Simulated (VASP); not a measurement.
A run of VASP 6.6.1 is set up as follows.

INCAR

```
  ALGO = Normal
  EDIFF = 1E-6
  ENCUT = 520
  ISIF = 2
  ISMEAR = -1
  LASPH = True
  LCHARG = False
  LREAL = False
  LWAVE = False
  NBANDS = 18
  NELM = 100
  PREC = Accurate
  SIGMA = 0.1
```

Contents of KPOINTS:

```
k-points
0
Gamma
  3 3 2
```

The input POSCAR:

```
CuAu
1.0
    2.8107494600      0.0000000000      0.0000000000
    0.0000000000      2.8107494600      0.0000000000
    0.0000000000      0.0000000000      3.6850000000
Cu Au
1 1
Direct
    0.5000000000      0.5000000000      0.5000000000
    0.0000000000      0.0000000000      0.0000000000
```

Potentials or basis: VASP PAW LDA potentials, release 64 (Cu, Au).

Launch:

```bash
$ cat potpaw_LDA.64/Cu/POTCAR potpaw_LDA.64/Au/POTCAR > POTCAR
$ mpirun -np 1 vasp_std > vasp.out
```

**Question.** Predict the pressure.

**Answer.** -10.7 GPa.

**Question.** Estimate the band gap on the k mesh.

**Answer.** Zero (band 11 reaches 9.15 eV, above the bottom of band 12 at 6.26 eV).

Stress tensor (GPa, compression positive):
```
-11.69   0.00   0.00
  0.00 -11.69   0.00
  0.00   0.00  -8.78
```

Caveat: the k points lie up to 0.85 Å⁻¹ apart; spin-orbit coupling is left out, which moves the levels of the heavy elements.
